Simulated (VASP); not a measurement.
# BePd (P4/mmm) in VASP: a series of runs

BePd is run at these levels: LDA; tasks: single point.

Program: VASP 6.6.1. These are calculated values, not measurements. Logs are shortened: lines on timing, memory, paths and dates and some standing lists are left out, and cuts for length are marked.

### Step 1. The cell of the first run

The structure is tetragonal, space group P4/mmm (No. 123). The conventional cell has a = 2.785 Å, b = 2.785 Å, c = 2.813 Å, α = 90.00°, β = 90.00°, γ = 90.00°. Be (site symmetry 4/mmm) has 8 Pd at 2.42 Å and 6 Be at 2.78 to 2.81 Å within 3.2 Å. Pd (site symmetry 4/mmm) has 8 Be at 2.42 Å and 6 Pd at 2.78 to 2.81 Å within 3.2 Å.

### Step 2. Single point, LDA (equal xx and yy strain of -1 %)

File INCAR:

```
SYSTEM = BePd
ALGO = Normal ; EDIFF = 1E-7
ENCUT = 520 ; GGA = CA
ISIF = 2 ; ISMEAR = -1
LASPH = .TRUE. ; LCHARG = .FALSE.
LREAL = .FALSE. ; LWAVE = .FALSE.
NBANDS = 13 ; NELM = 80
PREC = Accurate ; SIGMA = 0.08
```

File KPOINTS:

```
k-points
0
G
  12 12 12
  0 0 0
```

File POSCAR:

```
BePd
1.0
    2.7848700000      0.0000000000      0.0000000000
    0.0000000000      2.7848700000      0.0000000000
    0.0000000000      0.0000000000      2.8130000000
Be Pd
1 1
Direct
    0.0000000000      0.0000000000      0.0000000000
    0.5000000000      0.5000000000      0.5000000000
```

Potentials or basis: VASP PAW LDA potentials, release 64 (Be, Pd).

Launch:

```
cat potpaw_LDA.64/Be/POTCAR potpaw_LDA.64/Pd/POTCAR > POTCAR
mpirun -np 1 vasp_std > vasp.out
```

OUTCAR:

```text
SYSTEM = BePd
   EDIFF = 1E-7
   ENCUT = 520
   GGA = CA
   ISIF = 2
   ISMEAR = -1
   LASPH = .TRUE.
   LREAL = .FALSE.
   NELM = 80
   PREC = Accurate

 ion  position               nearest neighbor table
   1  0.000  0.000  0.000-   2 2.42   2 2.42   2 2.42   2 2.42   2 2.42   2 2.42   2 2.42   2 2.42

   2  0.500  0.500  0.500-   1 2.42   1 2.42   1 2.42   1 2.42   1 2.42   1 2.42   1 2.42   1 2.42

  LATTYP: Found a simple tetragonal cell.
 ALAT       =     2.7848700000
 C/A-ratio  =     1.0101010101

  Lattice vectors:

 A1 = (   2.7848700000,   0.0000000000,   0.0000000000)
 A2 = (   0.0000000000,   2.7848700000,   0.0000000000)
 A3 = (   0.0000000000,   0.0000000000,   2.8130000000)

Analysis of symmetry for initial positions (statically):
=====================================================================
 Subroutine PRICEL returns:
 Original cell was already a primitive cell.

 Routine SETGRP: Setting up the symmetry group for a
 simple tetragonal supercell.

 Subroutine GETGRP returns: Found 16 space group operations
 (whereof 16 operations were pure point group operations)
 out of a pool of 16 trial point group operations.

The static configuration has the point symmetry D_4h.

Analysis of symmetry for dynamics (positions and initial velocities):
=====================================================================
 Subroutine PRICEL returns:
 Original cell was already a primitive cell.

 Routine SETGRP: Setting up the symmetry group for a
 simple tetragonal supercell.

 Subroutine GETGRP returns: Found 16 space group operations
 (whereof 16 operations were pure point group operations)
 out of a pool of 16 trial point group operations.

The dynamic configuration has the point symmetry D_4h.

 Subroutine INISYM returns: Found 16 space group operations
 (whereof 16 operations are pure point group operations),
 and found     1 'primitive' translations

----------------------------------------------------------------------------------------

                                     Primitive cell

  volume of cell :      21.8162

  direct lattice vectors                    reciprocal lattice vectors
     2.784870000  0.000000000  0.000000000     0.359083189  0.000000000  0.000000000
     0.000000000  2.784870000  0.000000000     0.000000000  0.359083189  0.000000000
     0.000000000  0.000000000  2.813000000     0.000000000  0.000000000  0.355492357

  length of vectors
     2.784870000  2.784870000  2.813000000     0.359083189  0.359083189  0.355492357

  position of ions in fractional coordinates (direct lattice)
     0.000000000  0.000000000  0.000000000
     0.500000000  0.500000000  0.500000000

  ion indices of the primitive-cell ions
   primitive index   ion index
                 1           1
                 2           2

----------------------------------------------------------------------------------------

 KPOINTS: k-points

Automatic generation of k-mesh.
 Grid dimensions read from file:
 generate k-points for:   12   12   12

 Generating k-lattice:

  Cartesian coordinates                     Fractional coordinates (reciprocal lattice)
     0.029923599  0.000000000  0.000000000     0.083333333  0.000000000  0.000000000
     0.000000000  0.029923599  0.000000000     0.000000000  0.083333333  0.000000000
     0.000000000  0.000000000  0.029624363     0.000000000  0.000000000  0.083333333

  Length of vectors
     0.029923599  0.029923599  0.029624363

  Shift w.r.t. Gamma in fractional coordinates (k-lattice)
     0.000000000  0.000000000  0.000000000

 Subroutine IBZKPT returns following result:
 ===========================================

 Found    196 irreducible k-points:

 Following reciprocal coordinates:
            Coordinates               Weight
  0.000000  0.000000  0.000000      1.000000
  0.083333  0.000000  0.000000      4.000000
  0.166667  0.000000  0.000000      4.000000
  0.250000  0.000000  0.000000      4.000000
  0.333333  0.000000  0.000000      4.000000
  0.416667  0.000000  0.000000      4.000000
[... 16 lines left out ...]
  0.333333  0.333333  0.000000      4.000000
  0.416667  0.333333  0.000000      8.000000
 [... further k-points ...]
   k-points           NKPTS =    196   k-points in BZ     NKDIM =    196   number of bands    NBANDS=     13
   number of dos      NEDOS =    301   number of ions     NIONS =      2
   total plane-waves  NPLWV =  13824
   dimension x,y,z NGX =    24 NGY =   24 NGZ =   24
   dimension x,y,z NGXF=    48 NGYF=   48 NGZF=   48
   ions per type =               1   1
   NGX,Y,Z   is equivalent  to a cutoff of  14.33, 14.33, 14.18 a.u.
   NGXF,Y,Z  is equivalent  to a cutoff of  28.65, 28.65, 28.37 a.u.
 SYSTEM =  BePd
   PREC   = accura    normal or accurate (medium, high low for compatibility)
   ISTART =      0    job   : 0-new  1-cont  2-samecut
   ICHARG =      2    charge: 1-file 2-atom 10-const
   ISPIN  =      1    spin polarized calculation?
   LNONCOLLINEAR =      F non collinear calculations
   LSORBIT =      F    spin-orbit coupling
   LASPH  =      T    aspherical Exc in radial PAW
   ENCUT  =  520.0 eV  38.22 Ry    6.18 a.u.   5.18  5.18  5.23*2*pi/ulx,y,z
   NELM   =     80;   NELMIN=  2; NELMDL= -5     # of ELM steps
   EDIFF  = 0.1E-06   stopping-criterion for ELM
   LREAL  =      F    real-space projection
   EDIFFG = 0.1E-05   stopping-criterion for IOM
   NSW    =      0    number of steps for IOM
   IBRION =     -1    ionic relax: 0-MD 1-quasi-New 2-CG
   NFREE  =      0    steps in history (QN), initial steepest desc. (CG)
   ISIF   =      2    stress and relaxation
   ISYM   =      2    0-nonsym 1-usesym 2-fastsym
   POTIM  = 0.5000    time-step for ionic-motion
   TEBEG  =    0.0;   TEEND  =   0.0 temperature during run
   PSTRESS=    0.0 pullay stress
   NELECT =      12.0000    total number of electrons
   NUPDOWN=      -1.0000    fix difference up-down
   EMIN   =  10.00;   EMAX   =-10.00  energy-range for DOS
   EFERMI =   0.00;   METHOD = LEGACY
   ISMEAR =    -1;   SIGMA  =   0.08  broadening in eV -4-tet -1-fermi 0-gaus
   EFERMI_NEDOS =   21; number of points for ismear=-14 and -15
   IALGO  =     38    algorithm
   IMIX   =      4    mixing-type and parameters
     AMIX     =   0.40;   BMIX     =  1.00
     AMIX_MAG =   1.60;   BMIX_MAG =  1.00
  volume/ion in A,a.u.               =      10.91        73.61
  Fermi-wavevector in a.u.,A,eV,Ry     =   1.341350  2.534784 24.479865  1.799219
  Thomas-Fermi vector in A             =   2.469590
   LORBIT       =      0    0 simple, 1 ext, 2 COOP (PROOUT), +10 PAW based schemes
   GGA     = CA    functional components
   LHFCALC =     F    Hartree Fock is set to
   AEXX    =    0.0000 exact exchange contribution
   IVDW    =     0    specifies the selected vdW correction
   LEPSILON=     F    determine dielectric tensor
   LRPA    =     F    only Hartree local field effects (RPA)
 non-spin polarized calculation
  energy-cutoff  :      520.00
  volume of cell :       21.82
 maximum number of plane-waves:       624
 NGX is ok and might be reduce to    24
   NGX = 11   NGY = 11   NGZ = 11

 number of electron      12.0000005 magnetization

 Free energy of the ion-electron system (eV)
  ---------------------------------------------------
  ext. energy  EPLUGINS =         0.00000000
  ---------------------------------------------------
  free energy    TOTEN  =       -11.95397961 eV

  energy without entropy =      -11.93667988  energy(sigma->0) =      -11.94532974

 E-fermi :  10.0042     XC(G=0): -12.6866

 val. band max:        9.9997048319   @ k =   0.5000   0.1667   0.0000
 cond. band min:      10.0061842175   @ k =   0.5000   0.5000   0.1667
 fundamental gap:      0.0064793856
 Fermi energy:        10.0041600876

 k-point     1 :       0.0000    0.0000    0.0000
  band No.  band energies     occupation
      1       0.2128      2.00000
      2       4.2228      2.00000
      3       4.2558      2.00000
      4       7.6152      2.00000
      5       7.6152      2.00000
      6       7.6624      2.00000
      7      15.1238      0.00000
      8      15.4187      0.00000
      9      15.4187      0.00000
     10      24.4914      0.00000
     11      24.6031      0.00000
     12      27.1146      0.00000
     13      33.4610      0.00000

 k-point     2 :       0.0833    0.0000    0.0000
  band No.  band energies     occupation
      1       0.3487      2.00000
      2       4.2728      2.00000
      3       4.3127      2.00000
      4       7.4703      2.00000
      5       7.5239      2.00000
      6       7.6252      2.00000
      7      14.9159      0.00000
      8      15.3914      0.00000
      9      15.6780      0.00000
     10      24.2750      0.00000
     11      25.0417      0.00000
     12      27.2129      0.00000
     13      33.1156      0.00000

 k-point     3 :       0.1667    0.0000    0.0000
  band No.  band energies     occupation
      1       0.7373      2.00000
      2       4.3660      2.00000
      3       4.5184      2.00000
      4       7.1090      2.00000
      5       7.1763      2.00000
      6       7.6528      2.00000
      7      13.7419      0.00000
      8      16.1218      0.00000
      9      16.3884      0.00000
     10      23.6569      0.00000
     11      25.6680      0.00000
     12      27.8198      0.00000
     13      31.2553      0.00000
[... 305 lines left out ...]
 k-point    23 :       0.3333    0.3333    0.0000
  band No.  band energies     occupation
      1       3.2814      2.00000
      2       4.4279      2.00000
      3       6.2141      2.00000
      4       6.5222      2.00000
      5       6.5629      2.00000
      6       6.7857      2.00000
      7      11.0244      0.00001
      8      15.8217      0.00000
      9      18.9552      0.00000
     10      19.3399      0.00000
     11      25.6868      0.00000
     12      27.3794      0.00000
     13      28.6687      0.00000

 k-point    24 :       0.4167    0.3333    0.0000
  band No.  band energies     occupation
      1       3.3715      2.00000
      2       4.5086      2.00000
      3       6.3770      2.00000
      4       6.4396      2.00000
      5       6.7833      2.00000
      6       7.2784      2.00000
      7      10.2235      0.12112
      8      16.2025      0.00000
      9      18.0791      0.00000
     10      18.9827      0.00000
     11      25.4687      0.00000
     12      26.9559      0.00000
     13      29.0540      0.00000

 [... further k-points ...]

------------------------ aborting loop because EDIFF is reached ----------------------------------------

  FORCE on cell =-STRESS in cart. coord.  units (eV):
  Direction    XX          YY          ZZ          XY          YZ          ZX
  --------------------------------------------------------------------------------------
  -------------------------------------------------------------------------------------
  Total       -0.4958957     -0.4958957     -0.5581096      0.0000000     -0.0000000      0.0000000
  in kB      -36.4184399    -36.4184399    -40.9874138      0.0000000     -0.0000000      0.0000000
  external PRESSURE =     -37.9414312 kB  Pullay stress =       0.0000000 kB

 VOLUME and BASIS-vectors are now :
 -----------------------------------------------------------------------------
  energy-cutoff  :      520.00
  volume of cell :       21.82
      direct lattice vectors                 reciprocal lattice vectors
     2.784870000  0.000000000  0.000000000     0.359083189  0.000000000  0.000000000
     0.000000000  2.784870000  0.000000000     0.000000000  0.359083189  0.000000000
     0.000000000  0.000000000  2.813000000     0.000000000  0.000000000  0.355492357

 POSITION                                       TOTAL-FORCE (eV/Angst)
 -----------------------------------------------------------------------------------
      0.00000      0.00000      0.00000         0.000000      0.000000      0.000000
      1.39244      1.39244      1.40650         0.000000      0.000000      0.000000
 -----------------------------------------------------------------------------------
    total drift:                                0.000000     -0.000000     -0.000000

  FREE ENERGIE OF THE ION-ELECTRON SYSTEM (eV)
  ---------------------------------------------------
  free  energy   TOTEN  =       -11.9539796110 eV

  energy  without entropy=      -11.9366798753  energy(sigma->0) =      -11.94532974
```

It took 72 s on 1 thread of AMD EPYC 7R43 (Zen 3), shared host; peak memory 0.14 GiB.

Results:

```
Free energy            : -11.9540 eV
Pressure               : -3.8 GPa
Band gap on the k mesh : zero (band 6 reaches 14.88 eV, above the bottom of band 7 at 8.69 eV)
```

Stress tensor (GPa, compression positive):
```
-3.64  0.00  0.00
 0.00 -3.64  0.00
 0.00  0.00 -4.10
```

Caveat: the cell differs from its parent crystal (equal xx and yy strain of -1 %).

### Step 3. Single point, LDA (equal xx and yy strain of +1 %)

File INCAR:

```
SYSTEM = BePd
ALGO     = Normal         ! electronic algorithm
EDIFF    = 1E-7           ! SCF threshold, eV
ENCUT    = 520            ! plane-wave cutoff, eV
GGA      = CA             ! functional
ISIF     = 2              ! what is computed and relaxed
ISMEAR   = -1             ! smearing method
LASPH    = .True.         ! aspherical terms in the spheres
LCHARG   = .False.        ! write CHGCAR
LREAL    = .False.        ! projectors in reciprocal space
LWAVE    = .False.        ! write WAVECAR
NBANDS   = 13             ! bands
NELM     = 60             ! most SCF steps
PREC     = Accurate       ! precision mode
SIGMA    = 0.08           ! smearing width, eV
```

File KPOINTS:

```
k-points
0
Gamma
  12 12 12
  0 0 0
```

File POSCAR:

```
BePd
1.0
    2.8411300000      0.0000000000      0.0000000000
    0.0000000000      2.8411300000      0.0000000000
    0.0000000000      0.0000000000      2.8130000000
Be Pd
1 1
Direct
    0.0000000000      0.0000000000      0.0000000000
    0.5000000000      0.5000000000      0.5000000000
```

Potentials or basis: VASP PAW LDA potentials, release 64 (Be, Pd).

Launch:

```
cat potpaw_LDA.64/Be/POTCAR potpaw_LDA.64/Pd/POTCAR > POTCAR
mpirun -np 1 vasp_std > vasp.out
```

Wall time 86 s (1 thread of AMD EPYC 7R43 (Zen 3), shared host); peak memory 0.15 GiB.

Results (log left out):

```
Free energy            : -11.9137 eV
Pressure               : -10.6 GPa
Band gap on the k mesh : zero (band 6 reaches 14.11 eV, above the bottom of band 7 at 8.10 eV)
```

Stress tensor (GPa, compression positive):
```
-10.72   0.00   0.00
  0.00 -10.72   0.00
  0.00   0.00 -10.30
```

Levels at points of the mesh, in eV from the Fermi level:
| k point | band 3 | band 4 | band 5 | band 6 | band 7 | band 8 | band 9 | band 10 |
| --- | --- | --- | --- | --- | --- | --- | --- | --- |
| (0.00, 0.00, 0.00) | -5.45 | -2.31 | -2.27 | -2.27 | 5.17 | 5.17 | 5.45 | 14.20 |
| (0.50, 0.00, 0.00) | -4.59 | -3.82 | -3.73 | -2.14 | -0.09 | 9.89 | 10.04 | 11.49 |
| (0.50, 0.50, 0.00) | -3.22 | -3.22 | -1.83 | -1.83 | -1.31 | 5.21 | 5.89 | 8.71 |
| (0.00, 0.00, 0.50) | -4.49 | -3.83 | -3.83 | -2.17 | 0.06 | 9.93 | 9.93 | 11.44 |
| (0.50, 0.00, 0.50) | -3.31 | -3.27 | -1.79 | -1.74 | -1.26 | 5.36 | 5.99 | 8.52 |
| (0.50, 0.50, 0.50) | -6.21 | -1.23 | -1.18 | 4.70 | 5.52 | 5.52 | 5.53 | 6.54 |

Caveat: the cell differs from its parent crystal (equal xx and yy strain of +1 %).

[end of part 1 of 2]
